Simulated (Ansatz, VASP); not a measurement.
## One calculation of CdSe, two programs

```
CELL_PARAMETERS angstrom
-0.00718 2.87396 2.87396
2.87396 -0.00718 2.87396
2.86677 2.86677 0.00000
ATOMIC_POSITIONS crystal
Cd 0.00000 0.00000 0.00000
Se 0.50000 0.50000 0.50000
```

Alike in both runs: task single point; functional LDA; k mesh 6 × 6 × 6; occupations fermi-dirac, width 0.05 eV; no spin polarisation.

|  | VASP | Ansatz |
| --- | --- | --- |
| version | VASP 6.6.1 | Ansatz 0.2.0 |
| potentials or method | VASP PAW LDA potentials, release 64 (Cd, Se), cutoff 520 eV | plane waves, PAW |
| valence electrons in the cell | 18 | 36 |

```tsv
	VASP	Ansatz	Ansatz less VASP
pressure (GPa)	-5.5	-5.9	-0.42
traceless stress, the component that is largest in VASP (GPa)	0.12	0.12	+0.001
```

LDA's correlation is that of Perdew and Zunger in VASP and of Perdew and Wang (1992) in Ansatz. VASP's potentials hold 18 valence electrons a cell and Ansatz's 36, so a difference there can come from the potentials and not from the codes.
